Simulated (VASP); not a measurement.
Write the native input for VASP 6.6.1 that does the following.

```yaml
Task: single point
Functional: LDA
Potentials_or_basis: VASP PAW LDA potentials, release 64 (Al, O)
Cutoff: 520 eV
k_mesh: 12 × 12 × 4
Occupations: gaussian, width 0.05 eV
Spin: no spin polarisation
Dipole_correction: no
Further_INCAR_settings: ALGO = Normal; EDIFF = 1e-06; NBANDS = 20
```

The structure of Al2O3 lies in POSCAR:

```
Al2O3
1.0
    2.7760839405      0.0000000000      0.0000000000
   -1.3880419702      2.4041592155      0.0000000000
    0.0000000000      0.0000000000      7.5746360022
Al O
2 3
Direct
    0.0000000000      0.0000000000      0.2779510000
    0.0000000000      0.0000000000      0.7220490000
    0.3333333333      0.6666666667      0.1994540000
    0.6666666667      0.3333333333      0.8005460000
    0.0000000000      0.0000000000      0.5000000000
```

This cell differs from its parent crystal: strain -0.080 along x and y, +0.000 along z.

These files were run (other wordings do the same):

INCAR

```
SYSTEM = Al2O3
PREC = Accurate
ENCUT = 520
EDIFF = 1E-6
ISMEAR = 0
SIGMA = 0.05
LREAL = .FALSE.
LASPH = .TRUE.
NELM = 100
ALGO = Normal
ISIF = 2
LWAVE = .FALSE.
LCHARG = .FALSE.
NBANDS = 20
```

KPOINTS

```
regular mesh
0
G
  12 12 4
  0 0 0
```

Potentials or basis: VASP PAW LDA potentials, release 64 (Al, O).

Launch:

```bash
$ cat potpaw_LDA.64/Al/POTCAR potpaw_LDA.64/O/POTCAR > POTCAR
$ mpirun -np 1 vasp_std > vasp.out
```

It gave:

* Pressure: 26.7 GPa
* Largest force: 2.229 eV/Å
* Band gap on the k mesh: 2.43 eV

Caveat: the cell differs from its parent crystal (strain -0.080 along x and y, +0.000 along z); the cell stands under pressure; forces of over 1 eV/Å act on the atoms, so gaps and moduli don't describe the material at rest.

Run time: 82 s on 1 thread of Intel Xeon 8259CL, on a shared host, peak memory 0.18 GiB.
